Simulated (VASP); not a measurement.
The system is ZnO.

```
CELL_PARAMETERS angstrom
5.57220 0.00000 0.00000
0.00000 5.57220 0.00000
0.00000 0.00000 3.29105
ATOMIC_POSITIONS crystal
Zn 0.31803 0.68197 0.00000
Zn 0.68197 0.31803 0.00000
Zn 0.81803 0.81803 0.50000
Zn 0.18197 0.18197 0.50000
O 0.31725 0.31725 0.00000
O 0.68275 0.68275 0.00000
O 0.18275 0.81725 0.50000
O 0.81725 0.18275 0.50000
```

* Program: VASP 6.6.1
* Task: relaxation of cell and atoms
* Functional: PBEsol
* Potentials or basis: VASP PAW PBE potentials, release 64 (Zn, O)
* Cutoff: 600 eV
* k mesh: 3 × 3 × 6
* Occupations: gaussian, width 0.03 eV
* Spin: no spin polarisation

At the start: pressure -4.1 GPa; volume 12.77 Å³/atom.

Q: How do energy, volume and symmetry change on relaxing?

A: Over 12 steps the energy falls by 4.4 meV/atom and the volume is 12.39 Å³/atom (-3.0 %); space group P4_2/mnm (No. 136, to 0.1 Å) before and after.

The path:
```tsv
step	energy change (eV)	largest force (eV/Å)	pressure (GPa)	volume (Å³)
1	0.0000	0.0421	-4.07	102.19
2	-0.0291	0.0218	2.37	97.46
3	-0.0409	0.0289	-0.02	99.08
4	-0.0409	0.0284	0.03	99.02
5	-0.0410	0.0110	0.08	99.02
6	-0.0410	0.0135	0.07	99.02
7	-0.0411	0.0100	0.04	99.08
8	-0.0411	0.0022	-0.15	99.23
9	-0.0411	0.0051	-0.14	99.17
10	-0.0411	0.0014	-0.08	99.16
11	-0.0411	0.0041	-0.06	99.15
12	-0.0352	0.0043	-0.06	99.15
```

Final structure:
```cif
data_structure
_symmetry_space_group_name_H-M 'P 1'
_symmetry_Int_Tables_number 1
_cell_length_a 5.5243
_cell_length_b 5.5243
_cell_length_c 3.2487
_cell_angle_alpha 90.000
_cell_angle_beta 90.000
_cell_angle_gamma 90.000
_cell_volume 99.15
loop_
_atom_site_label
_atom_site_type_symbol
_atom_site_fract_x
_atom_site_fract_y
_atom_site_fract_z
_atom_site_occupancy
Zn1 Zn 0.31790 0.68210 0.00000 1
Zn2 Zn 0.68210 0.31790 0.00000 1
Zn3 Zn 0.81790 0.81790 0.50000 1
Zn4 Zn 0.18210 0.18210 0.50000 1
O1 O 0.31805 0.31805 0.00000 1
O2 O 0.68195 0.68195 0.00000 1
O3 O 0.18195 0.81805 0.50000 1
O4 O 0.81805 0.18195 0.50000 1
```

Caveat: the PAW data sets were made with another functional, which shifts forces and pressure a little.
